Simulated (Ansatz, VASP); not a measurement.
# W in VASP and in Ansatz

File INCAR:

```
SYSTEM = W
ALGO = Fast ; EDIFF = 1E-6
ENCUT = 520 ; GGA = PE
ISIF = 2 ; ISMEAR = 0
LASPH = .TRUE. ; LCHARG = .TRUE.
LELF = .TRUE. ; LREAL = .FALSE.
LVHAR = .TRUE. ; LWAVE = .FALSE.
NBANDS = 13 ; NELM = 60
PREC = Accurate ; SIGMA = 0.15
```

KPOINTS

```
k-points
0
G
  20 20 20
  0 0 0
```

POSCAR

```
W
1.0
   -1.5973000000      1.5374012500      1.5374012500
    1.5973000000     -1.6571987500      1.6571987500
    1.5973000000      1.6571987500     -1.6571987500
W
1
Direct
    0.0000000000      0.0000000000      0.0000000000
```

Input for Ansatz:

```yaml
crystal:
  lattice:
    - [-1.5973, 1.53740125, 1.53740125]
    - [1.5973, -1.65719875, 1.65719875]
    - [1.5973, 1.65719875, -1.65719875]
  atoms:
    - { symbol: W, position: [0.0, 0.0, 0.0] }
basis:
  ecutwfc: 420
kpoints:
  mp_grid: { grid: [20, 20, 20] }
hamiltonian:
  xc: pbe
scf:
  occupations: { method: gaussian, width: 0.15 }
output:
  forces: true
  stress: true
  eigenvalues: true
```

Change from the starting cell: strain -0.0750 x Voigt [0, 0, 0, 1, 0, 0], atoms carried along.

Alike in both runs: task single point; functional PBE; k mesh 20 × 20 × 20; occupations gaussian, width 0.15 eV; no spin polarisation.

|  | VASP | Ansatz |
| --- | --- | --- |
| version | VASP 6.6.1 | Ansatz 0.2.0 |
| potentials or method | VASP PAW PBE potentials, release 64 (W_sv), cutoff 520 eV | scalar-relativistic, plane waves, PAW |
| valence electrons in the cell | 14 | 14 |

```tsv
	VASP	Ansatz	Ansatz less VASP
gap on the k mesh at the Fermi level (eV)	none	none	-
pressure (GPa)	-1.2	-1.7	-0.47
traceless stress, the component that is largest in VASP (GPa)	10.85	10.70	-0.152
```

A gap of «none» marks a metal or a gap that the smearing closes.

Neither program's run includes spin-orbit coupling.
